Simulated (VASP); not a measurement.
Input of a VASP 6.6.1 run:

Contents of INCAR:

```
SYSTEM = NbH2
PREC = Accurate
ENCUT = 520
EDIFF = 1E-8
ISMEAR = -1
SIGMA = 0.15
LREAL = .False.
LASPH = .True.
NELM = 100
ALGO = Normal
ISIF = 2
LWAVE = .False.
LCHARG = .False.
GGA = CA
IBRION = 8
NSW = 1
```

The input KPOINTS:

```
regular mesh
0
Gamma
  16 16 16
  0 0 0
```

The input POSCAR:

```
NbH2
1.0
    0.0000000000      2.2379736276      2.2379736276
    2.2379736276      0.0000000000      2.2379736276
    2.2379736276      2.2379736276      0.0000000000
Nb H
1 2
Direct
    0.0000000000      0.0000000000      0.0000000000
    0.2500000000      0.2500000000      0.2500000000
    0.7500000000      0.7500000000      0.7500000000
```

Potentials or basis: VASP PAW LDA potentials, release 64 (Nb_sv, H).

Command:

```bash
$ cat potpaw_LDA.64/Nb_sv/POTCAR potpaw_LDA.64/H/POTCAR > POTCAR
$ mpirun -np 1 vasp_std > vasp.out
```

(1) Predict the highest phonon frequency at Γ.

Answers

(1) 1341 cm⁻¹.

Caveat: the cell stands under pressure or tension, which shifts response properties.
